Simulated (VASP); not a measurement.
# Hf (P6_3/mmc) in VASP: notebook

Runs on Hf. Level: PBEsol. Tasks: single point.

Program: VASP 6.6.1. These are calculated values, not measurements. Logs are shortened: lines on timing, memory, paths and dates and some standing lists are left out, and cuts for length are marked.

## Step 1: The cell of the first run

Symmetry: P6_3/mmc, No. 194, hexagonal system. Conventional cell: a = 3.101 Å, b = 3.101 Å, c = 4.982 Å, α = 90.00°, β = 90.00°, γ = 120.00°. Hf (site symmetry -6m2) has 12 Hf at 3.07 to 3.10 Å within 4.0 Å.

## Step 2: Single point, PBEsol (strain -0.030 along x and y, -0.015 along z)

INCAR

```
SYSTEM = Hf
PREC = Accurate
ENCUT = 520
EDIFF = 1E-7
ISMEAR = 0
SIGMA = 0.15
LREAL = .False.
LASPH = .True.
NELM = 100
ALGO = Fast
ISIF = 2
LWAVE = .False.
LCHARG = .False.
GGA = PS
NBANDS = 17
```

KPOINTS

```
Automatic mesh
0
Gamma
  18 18 10
  0 0 0
```

POSCAR

```
Hf
1.0
    3.1007975685      0.0000000000      0.0000000000
   -1.5503987842      2.6853694663      0.0000000000
    0.0000000000      0.0000000000      4.9819330000
Hf
2
Direct
    0.3333333333      0.6666666667      0.2500000000
    0.6666666667      0.3333333333      0.7500000000
```

Potentials or basis: VASP PAW PBE potentials, release 64 (Hf_pv).

Run with:

```
> cat potpaw_PBE.64/Hf_pv/POTCAR > POTCAR
> mpirun -np 1 vasp_std > vasp.out
```

OUTCAR:

```text
SYSTEM = Hf
   PREC = Accurate
   ENCUT = 520
   EDIFF = 1E-7
   ISMEAR = 0
   LREAL = .False.
   LASPH = .True.
   NELM = 100
   ISIF = 2
   GGA = PS

 ion  position               nearest neighbor table
   1  0.333  0.667  0.250-   2 3.07   2 3.07   2 3.07   2 3.07   2 3.07   2 3.07
   2  0.667  0.333  0.750-   1 3.07   1 3.07   1 3.07   1 3.07   1 3.07   1 3.07

  LATTYP: Found a hexagonal cell.
 ALAT       =     3.1007975685
 C/A-ratio  =     1.6066617991

  Lattice vectors:

 A1 = (   3.1007975685,   0.0000000000,   0.0000000000)
 A2 = (  -1.5503987842,   2.6853694663,   0.0000000000)
 A3 = (   0.0000000000,   0.0000000000,   4.9819330000)

Analysis of symmetry for initial positions (statically):
=====================================================================
 Subroutine PRICEL returns:
 Original cell was already a primitive cell.

 Routine SETGRP: Setting up the symmetry group for a
 hexagonal supercell.

 Subroutine GETGRP returns: Found 24 space group operations
 (whereof 12 operations were pure point group operations)
 out of a pool of 24 trial point group operations.

The static configuration has the point symmetry D_3d.
 The point group associated with its full space group is D_6h.

Analysis of symmetry for dynamics (positions and initial velocities):
=====================================================================
 Subroutine PRICEL returns:
 Original cell was already a primitive cell.

 Routine SETGRP: Setting up the symmetry group for a
 hexagonal supercell.

 Subroutine GETGRP returns: Found 24 space group operations
 (whereof 12 operations were pure point group operations)
 out of a pool of 24 trial point group operations.

The dynamic configuration has the point symmetry D_3d.
 The point group associated with its full space group is D_6h.

 Subroutine INISYM returns: Found 24 space group operations
 (whereof 12 operations are pure point group operations),
 and found     1 'primitive' translations

----------------------------------------------------------------------------------------

                                     Primitive cell

  volume of cell :      41.4835

  direct lattice vectors                    reciprocal lattice vectors
     3.100797568  0.000000000  0.000000000     0.322497673  0.186194118  0.000000000
    -1.550398784  2.685369466  0.000000000     0.000000000  0.372388237  0.000000000
     0.000000000  0.000000000  4.981933000     0.000000000  0.000000000  0.200725301

  length of vectors
     3.100797568  3.100797568  4.981933000     0.372388237  0.372388237  0.200725301

  position of ions in fractional coordinates (direct lattice)
     0.333333333  0.666666667  0.250000000
     0.666666667  0.333333333  0.750000000

  ion indices of the primitive-cell ions
   primitive index   ion index
                 1           1
                 2           2

----------------------------------------------------------------------------------------

 KPOINTS: Automatic mesh

Automatic generation of k-mesh.
 Grid dimensions read from file:
 generate k-points for:   18   18   10

 Generating k-lattice:

  Cartesian coordinates                     Fractional coordinates (reciprocal lattice)
     0.017916537  0.010344118  0.000000000     0.055555556  0.000000000  0.000000000
     0.000000000  0.020688235  0.000000000     0.000000000  0.055555556  0.000000000
     0.000000000  0.000000000  0.020072530     0.000000000  0.000000000  0.100000000

  Length of vectors
     0.020688235  0.020688235  0.020072530

  Shift w.r.t. Gamma in fractional coordinates (k-lattice)
     0.000000000  0.000000000  0.000000000

 Subroutine IBZKPT returns following result:
 ===========================================

 Found    222 irreducible k-points:

 Following reciprocal coordinates:
            Coordinates               Weight
  0.000000  0.000000  0.000000      1.000000
  0.055556 -0.000000  0.000000      6.000000
  0.111111 -0.000000  0.000000      6.000000
  0.166667  0.000000  0.000000      6.000000
  0.222222 -0.000000  0.000000      6.000000
  0.277778  0.000000  0.000000      6.000000
[... 16 lines left out ...]
  0.333333  0.111111  0.000000     12.000000
  0.388889  0.111111  0.000000     12.000000
 [... further k-points ...]
   k-points           NKPTS =    222   k-points in BZ     NKDIM =    222   number of bands    NBANDS=     17
   number of dos      NEDOS =    301   number of ions     NIONS =      2
   total plane-waves  NPLWV =  23040
   dimension x,y,z NGX =    24 NGY =   24 NGZ =   40
   dimension x,y,z NGXF=    48 NGYF=   48 NGZF=   80
   ions per type =               2
   NGX,Y,Z   is equivalent  to a cutoff of  12.87, 12.87, 13.35 a.u.
   NGXF,Y,Z  is equivalent  to a cutoff of  25.73, 25.73, 26.70 a.u.
 SYSTEM =  Hf
   PREC   = accura    normal or accurate (medium, high low for compatibility)
   ISTART =      0    job   : 0-new  1-cont  2-samecut
   ICHARG =      2    charge: 1-file 2-atom 10-const
   ISPIN  =      1    spin polarized calculation?
   LNONCOLLINEAR =      F non collinear calculations
   LSORBIT =      F    spin-orbit coupling
   LASPH  =      T    aspherical Exc in radial PAW
   ENCUT  =  520.0 eV  38.22 Ry    6.18 a.u.   5.77  5.77  9.26*2*pi/ulx,y,z
   NELM   =    100;   NELMIN=  2; NELMDL= -5     # of ELM steps
   EDIFF  = 0.1E-06   stopping-criterion for ELM
   LREAL  =      F    real-space projection
   EDIFFG = 0.1E-05   stopping-criterion for IOM
   NSW    =      0    number of steps for IOM
   IBRION =     -1    ionic relax: 0-MD 1-quasi-New 2-CG
   NFREE  =      0    steps in history (QN), initial steepest desc. (CG)
   ISIF   =      2    stress and relaxation
   ISYM   =      2    0-nonsym 1-usesym 2-fastsym
   POTIM  = 0.5000    time-step for ionic-motion
   TEBEG  =    0.0;   TEEND  =   0.0 temperature during run
   PSTRESS=    0.0 pullay stress
   NELECT =      20.0000    total number of electrons
   NUPDOWN=      -1.0000    fix difference up-down
   EMIN   =  10.00;   EMAX   =-10.00  energy-range for DOS
   EFERMI =   0.00;   METHOD = LEGACY
   ISMEAR =     0;   SIGMA  =   0.15  broadening in eV -4-tet -1-fermi 0-gaus
   EFERMI_NEDOS =   21; number of points for ismear=-14 and -15
   IALGO  =     68    algorithm
   IMIX   =      4    mixing-type and parameters
     AMIX     =   0.40;   BMIX     =  1.00
     AMIX_MAG =   1.60;   BMIX_MAG =  1.00
  volume/ion in A,a.u.               =      20.74       139.97
  Fermi-wavevector in a.u.,A,eV,Ry     =   1.283689  2.425820 22.420451  1.647857
  Thomas-Fermi vector in A             =   2.415927
   LORBIT       =      0    0 simple, 1 ext, 2 COOP (PROOUT), +10 PAW based schemes
   GGA     = PS    functional components
   LHFCALC =     F    Hartree Fock is set to
   AEXX    =    0.0000 exact exchange contribution
   IVDW    =     0    specifies the selected vdW correction
   LEPSILON=     F    determine dielectric tensor
   LRPA    =     F    only Hartree local field effects (RPA)
 non-spin polarized calculation
 RMM-DIIS sequential band-by-band and
 Gauss-broadening in eV      SIGMA  =   0.15
  energy-cutoff  :      520.00
  volume of cell :       41.48
 maximum number of plane-waves:      1132
 NGX is ok and might be reduce to    24
   NGX = 11   NGY = 11   NGZ = 19

 number of electron      19.9999998 magnetization

 Free energy of the ion-electron system (eV)
  ---------------------------------------------------
  ext. energy  EPLUGINS =         0.00000000
  ---------------------------------------------------
  free energy    TOTEN  =       -20.99042824 eV

  energy without entropy =      -20.97366500  energy(sigma->0) =      -20.98204662

 E-fermi :   5.2909     XC(G=0): -11.7422

 val. band max:        5.2684179174   @ k =   0.2222   0.2222   0.5000
 cond. band min:       5.2914997425   @ k =   0.3333   0.2778   0.4000
 fundamental gap:      0.0230818252
 Fermi energy:         5.2909068445

 k-point     1 :       0.0000    0.0000    0.0000
  band No.  band energies     occupation
      1     -25.6779      2.00000
      2     -24.7231      2.00000
      3     -24.7231      2.00000
      4     -24.5909      2.00000
      5     -24.5728      2.00000
      6     -24.5728      2.00000
[... 9 lines left out ...]
     16       8.2053      0.00000
     17      11.0644      0.00000

 k-point     2 :       0.0556   -0.0000    0.0000
  band No.  band energies     occupation
      1     -25.6676      2.00000
      2     -24.7469      2.00000
      3     -24.7308      2.00000
      4     -24.5980      2.00000
      5     -24.5952      2.00000
      6     -24.5760      2.00000
[... 9 lines left out ...]
     16       8.1009      0.00000
     17      11.2788      0.00000

 k-point     3 :       0.1111   -0.0000    0.0000
  band No.  band energies     occupation
      1     -25.6372      2.00000
      2     -24.8156      2.00000
      3     -24.7527      2.00000
      4     -24.6694      2.00000
      5     -24.6081      2.00000
      6     -24.5857      2.00000
[... 9 lines left out ...]
     16       7.8335      0.00000
     17      11.3614      0.00000

 k-point     4 :       0.1667    0.0000    0.0000
  band No.  band energies     occupation
      1     -25.5886      2.00000
      2     -24.9205      2.00000
      3     -24.7853      2.00000
      4     -24.7759      2.00000
      5     -24.6298      2.00000
      6     -24.6013      2.00000
[... 9 lines left out ...]
     16       8.2007      0.00000
     17      11.6034      0.00000

 k-point     5 :       0.2222   -0.0000    0.0000
  band No.  band energies     occupation
      1     -25.5249      2.00000
      2     -25.0488      2.00000
      3     -24.9019      2.00000
      4     -24.8239      2.00000
      5     -24.6604      2.00000
      6     -24.6214      2.00000
[... 9 lines left out ...]
     16       8.8130      0.00000
     17      11.8293      0.00000

 k-point     6 :       0.2778    0.0000    0.0000
  band No.  band energies     occupation
      1     -25.4503      2.00000
      2     -25.1847      2.00000
      3     -25.0310      2.00000
      4     -24.8639      2.00000
      5     -24.6996      2.00000
      6     -24.6435      2.00000
[... 9 lines left out ...]
     16       9.5520      0.00000
     17      12.0068      0.00000

 k-point     7 :       0.3333    0.0000    0.0000
  band No.  band energies     occupation
      1     -25.3704      2.00000
      2     -25.3113      2.00000
      3     -25.1482      2.00000
      4     -24.9005      2.00000
      5     -24.7460      2.00000
      6     -24.6648      2.00000
[... 9 lines left out ...]
     16      10.3686      0.00000
     17      12.1309      0.00000

 k-point     8 :       0.3889    0.0000    0.0000
  band No.  band energies     occupation
      1     -25.4135      2.00000
      2     -25.2935      2.00000
      3     -25.2413      2.00000
      4     -24.9298      2.00000
      5     -24.7956      2.00000
      6     -24.6825      2.00000
[... 9 lines left out ...]
     16      11.1894      0.00000
     17      12.2086      0.00000
[... 203 lines left out ...]
      1     -25.5605      2.00000
      2     -24.9520      2.00000
      3     -24.8891      2.00000
      4     -24.7561      2.00000
      5     -24.6429      2.00000
      6     -24.6281      2.00000
[... 9 lines left out ...]
     16       8.6059      0.00000
     17      11.5742      0.00000

 k-point    20 :       0.1667    0.1111    0.0000
  band No.  band energies     occupation
      1     -25.4986      2.00000
      2     -25.0571      2.00000
      3     -24.9941      2.00000
      4     -24.8077      2.00000
      5     -24.6737      2.00000
      6     -24.6596      2.00000
[... 9 lines left out ...]
     16       9.3096      0.00000
     17      11.6909      0.00000

 k-point    21 :       0.2222    0.1111    0.0000
  band No.  band energies     occupation
      1     -25.4258      2.00000
      2     -25.1802      2.00000
      3     -25.0887      2.00000
      4     -24.8664      2.00000
      5     -24.7131      2.00000
      6     -24.6903      2.00000
[... 9 lines left out ...]
     16      10.1322      0.00000
     17      11.7959      0.00000

 k-point    22 :       0.2778    0.1111    0.0000
  band No.  band energies     occupation
      1     -25.3475      2.00000
      2     -25.2979      2.00000
      3     -25.1718      2.00000
      4     -24.9223      2.00000
      5     -24.7599      2.00000
      6     -24.7179      2.00000
[... 9 lines left out ...]
     16      11.0299      0.00000
     17      11.8734      0.00000

 k-point    23 :       0.3333    0.1111    0.0000
  band No.  band energies     occupation
      1     -25.3930      2.00000
      2     -25.2713      2.00000
      3     -25.2382      2.00000
      4     -24.9674      2.00000
      5     -24.8104      2.00000
      6     -24.7402      2.00000
[... 9 lines left out ...]
     16      11.9215      0.00000
     17      11.9449      0.00000

 k-point    24 :       0.3889    0.1111    0.0000
  band No.  band energies     occupation
      1     -25.4545      2.00000
      2     -25.2812      2.00000
      3     -25.2096      2.00000
      4     -24.9964      2.00000
      5     -24.8553      2.00000
      6     -24.7547      2.00000
[... 9 lines left out ...]
     16      11.9461      0.00000
     17      12.7505      0.00000

 [... further k-points ...]
[... 5 lines left out ...]
  --------------------------------------------------------------------------------------
  -------------------------------------------------------------------------------------
  Total        1.3380194      1.3380194      0.8475231      0.0000000      0.0000000      0.0000000
  in kB       51.6770423     51.6770423     32.7330716      0.0000000      0.0000000      0.0000000
  external PRESSURE =      45.3623854 kB  Pullay stress =       0.0000000 kB

 VOLUME and BASIS-vectors are now :
 -----------------------------------------------------------------------------
  energy-cutoff  :      520.00
  volume of cell :       41.48
      direct lattice vectors                 reciprocal lattice vectors
     3.100797568  0.000000000  0.000000000     0.322497673  0.186194118  0.000000000
    -1.550398784  2.685369466  0.000000000     0.000000000  0.372388237  0.000000000
     0.000000000  0.000000000  4.981933000     0.000000000  0.000000000  0.200725301

 POSITION                                       TOTAL-FORCE (eV/Angst)
 -----------------------------------------------------------------------------------
     -0.00000      1.79025      1.24548        -0.000000     -0.000000      0.000000
      1.55040      0.89512      3.73645         0.000000      0.000000      0.000000
 -----------------------------------------------------------------------------------
    total drift:                               -0.000000      0.000000     -0.000000

  FREE ENERGIE OF THE ION-ELECTRON SYSTEM (eV)
  ---------------------------------------------------
  free  energy   TOTEN  =       -20.9904282431 eV

  energy  without entropy=      -20.9736650028  energy(sigma->0) =      -20.98204662
```

Wall time 58 s (1 thread of Intel Xeon 6975P-C (Granite Rapids), shared host); peak memory 0.25 GiB.

Results:

| Property | Result |
| --- | --- |
| Free energy | -20.9904 eV |
| Pressure | 4.5 GPa |
| Band gap on the k mesh | zero (band 10 reaches 6.51 eV, above the bottom of band 11 at 4.93 eV) |

Caveat: the cell differs from its parent crystal (strain -0.030 along x and y, -0.015 along z); the PAW data sets were made with another functional, which shifts forces and pressure a little; spin-orbit coupling is left out, which moves the levels of the heavy elements.

## Step 3: Single point, PBEsol (strain -0.030 along x and y, +0.000 along z)

INCAR

```
SYSTEM = Hf
  PREC = Accurate
  ENCUT = 520
  EDIFF = 1E-6
  ISMEAR = 0
  SIGMA = 0.15
  LREAL = .FALSE.
  LASPH = .TRUE.
  NELM = 100
  ALGO = Fast
  ISIF = 2
  LWAVE = .FALSE.
  LCHARG = .TRUE.
  GGA = PS
  LELF = .TRUE.
  LVHAR = .TRUE.
  NBANDS = 17
```

KPOINTS

```
regular mesh
0
G
  18 18 10
  0 0 0
```

POSCAR: that of step 2 with these lines changed.

```diff
@@ -4,3 +4,3 @@
    -1.5503987842      2.6853694663      0.0000000000
-    0.0000000000      0.0000000000      4.9819330000
+    0.0000000000      0.0000000000      5.0578000000
 Hf
```

Potentials or basis: VASP PAW PBE potentials, release 64 (Hf_pv).

Run with:

```
> cat potpaw_PBE.64/Hf_pv/POTCAR > POTCAR
> mpirun -np 1 vasp_std > vasp.out
```

It took 55 s on 1 thread of Intel Xeon 6975P-C (Granite Rapids), shared host; peak memory 0.25 GiB.

Results (log left out):

| Property | Result |
| --- | --- |
| Free energy | -20.9967 eV |
| Pressure | 2.6 GPa |
| Band gap on the k mesh | zero (band 10 reaches 6.35 eV, above the bottom of band 11 at 4.81 eV) |

Stress tensor (GPa, compression positive):
```
 3.92  0.00  0.00
 0.00  3.92  0.00
 0.00  0.00 -0.04
```

Levels at points of the mesh, in eV from the Fermi level:
| k point | band 7 | band 8 | band 9 | band 10 | band 11 | band 12 | band 13 | band 14 |
| --- | --- | --- | --- | --- | --- | --- | --- | --- |
| (0.00, 0.00, 0.00) | -7.58 | -3.97 | 0.65 | 1.18 | 1.26 | 1.26 | 2.06 | 2.06 |
| (0.50, 0.00, 0.00) | -3.42 | -2.97 | -2.47 | -0.54 | 0.77 | 0.99 | 1.62 | 6.55 |
| (0.00, 0.00, 0.50) | -5.58 | -5.58 | -0.02 | -0.02 | 1.20 | 1.20 | 1.20 | 1.20 |
| (0.50, 0.00, 0.50) | -3.61 | -3.61 | -1.18 | -1.18 | 1.45 | 1.45 | 2.92 | 2.92 |

Caveat: the cell differs from its parent crystal (strain -0.030 along x and y, +0.000 along z); the PAW data sets were made with another functional, which shifts forces and pressure a little; spin-orbit coupling is left out, which moves the levels of the heavy elements.

## Step 4: Single point, PBEsol (strain -0.015 along x and y, -0.030 along z)

INCAR

```
PREC = Accurate
ENCUT = 520
EDIFF = 1E-6
ISMEAR = 0
SIGMA = 0.15
LREAL = F
LASPH = T
NELM = 80
ALGO = Fast
ISIF = 2
LWAVE = F
LCHARG = F
GGA = PS
NBANDS = 17
```

KPOINTS

```
regular mesh
0
Gamma
  18 18 10
```

POSCAR

```
Hf
1.0
    3.1487480463      0.0000000000      0.0000000000
   -1.5743740232      2.7268957982      0.0000000000
    0.0000000000      0.0000000000      4.9060660000
Hf
2
Direct
    0.3333333333      0.6666666667      0.2500000000
    0.6666666667      0.3333333333      0.7500000000
```

Run with:

```
> cat potpaw_PBE.64/Hf_pv/POTCAR > POTCAR
> mpirun -np 1 vasp_std > vasp.out
```

Run time: 49 s. Hardware: 1 thread of Intel Xeon 6975P-C (Granite Rapids), shared host; peak memory 0.25 GiB.

Results (log left out):

```
Free energy            : -21.0040 eV
Pressure               : 2.7 GPa
Band gap on the k mesh : zero (band 10 reaches 6.32 eV, above the bottom of band 11 at 4.80 eV)
```

Stress tensor (GPa, compression positive):
```
2.00 0.00 0.00
0.00 2.00 0.00
0.00 0.00 4.25
```

Levels at points of the mesh, in eV from the Fermi level:
```csv
k point,band 6,band 7,band 8,band 9,band 10,band 11,band 12,band 13,band 14,band 15
"(0.00, 0.00, 0.00)",-29.94,-7.60,-3.89,1.02,1.13,1.13,1.62,2.06,2.06,2.60
"(0.50, 0.00, 0.00)",-30.05,-3.49,-3.00,-2.41,-0.75,0.64,1.03,1.87,6.16,6.76
"(0.00, 0.00, 0.50)",-30.04,-5.46,-5.46,0.20,0.20,0.98,0.98,0.98,0.98,5.09
"(0.50, 0.00, 0.50)",-30.19,-3.62,-3.62,-1.06,-1.06,1.38,1.38,2.68,2.68,6.50
```

Caveat: the cell differs from its parent crystal (strain -0.015 along x and y, -0.030 along z); the PAW data sets were made with another functional, which shifts forces and pressure a little; spin-orbit coupling is left out, which moves the levels of the heavy elements.

## Step 5: Summary

```csv
cell,further INCAR settings,gap on the mesh (eV),pressure (GPa)
"a = 3.101, b = 3.101, c = 4.982 Å, angles 90.0, 90.0, 120.0°, 2 atoms",ALGO = Fast; EDIFF = 1e-07; NBANDS = 17,none,4.5
"a = 3.101, b = 3.101, c = 5.058 Å, angles 90.0, 90.0, 120.0°, 2 atoms",ALGO = Fast; EDIFF = 1e-06; NBANDS = 17,none,2.6
"a = 3.149, b = 3.149, c = 4.906 Å, angles 90.0, 90.0, 120.0°, 2 atoms",ALGO = Fast; EDIFF = 1e-06; NBANDS = 17,none,2.7
```

Alike in all rows: task single point; level PBEsol; potentials or basis VASP PAW PBE potentials, release 64 (Hf_pv); no spin polarisation; k mesh 18 × 18 × 10; cutoff (eV) 520; smearing gaussian 0.15 eV.

Caveats: the PAW data sets were made with another functional, which shifts forces and pressure a little; spin-orbit coupling is left out, which moves the levels of the heavy elements.

Absolute energies hang on the potentials; compare differences alone.
